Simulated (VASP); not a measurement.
AlB2N3:

```
Al B N
1.0
     3.07883    0.00000    0.00000
    -1.53942    2.66635    0.00000
     0.00000    0.00000    7.54157
Al B N
1 2 3
Direct
  0.00000 0.00000 0.00000
  0.33333 0.66667 0.66667
  0.66667 0.33333 0.33333
  0.66667 0.33333 0.83333
  0.33333 0.66667 0.16667
  0.00000 0.00000 0.50000
```

```yaml
Program: VASP 6.6.1
Task: relaxation of cell and atoms
Functional: PBE
Potentials_or_basis: VASP PAW PBE potentials, release 64 (Al, B, N)
Cutoff: 600 eV
k_mesh: 6 × 6 × 2
Occupations: gaussian, width 0.1 eV
Spin: no spin polarisation
```

At the start: pressure -52.7 GPa; volume 10.32 Å³/atom.

Question: Where does the relaxation end?

Answer: Over 9 steps the energy falls by 1052.1 meV/atom and the volume is 6.39 Å³/atom (-38.1 %); space group P-3m1 (No. 164, to 0.05 Å).

Step by step:
| step | energy change (eV) | largest force (eV/Å) | pressure (GPa) | volume (Å³) |
| --- | --- | --- | --- | --- |
| 1 | 0.0000 | 0.9495 | -52.72 | 61.91 |
| 2 | -5.7013 | 3.8048 | 26.42 | 36.20 |
| 3 | -5.8782 | 3.4104 | 2.55 | 38.65 |
| 4 | -6.1487 | 1.6388 | 11.89 | 37.11 |
| 5 | -6.2489 | 1.0833 | 7.06 | 37.63 |
| 6 | -6.2968 | 0.5032 | -4.16 | 38.88 |
| 7 | -6.3122 | 0.0693 | -0.69 | 38.46 |
| 8 | -6.3122 | 0.0690 | -0.55 | 38.45 |
| 9 | -6.3126 | 0.0087 | 0.21 | 38.35 |

Final structure:
```
Al B N
1.0
     2.62255    0.00000    0.00000
    -1.31128    2.27120    0.00000
     0.00000    0.00000    6.43876
Al B N
1 2 3
Cartesian
  0.0000 0.0000 0.0000
  0.0000 1.5141 4.2485
  1.3113 0.7571 2.1902
  1.3113 0.7571 5.2079
  0.0000 1.5141 1.2308
  0.0000 0.0000 3.2194
```

Caveat: the volume moved by over 15 % at a fixed basis, so the end points are rough.
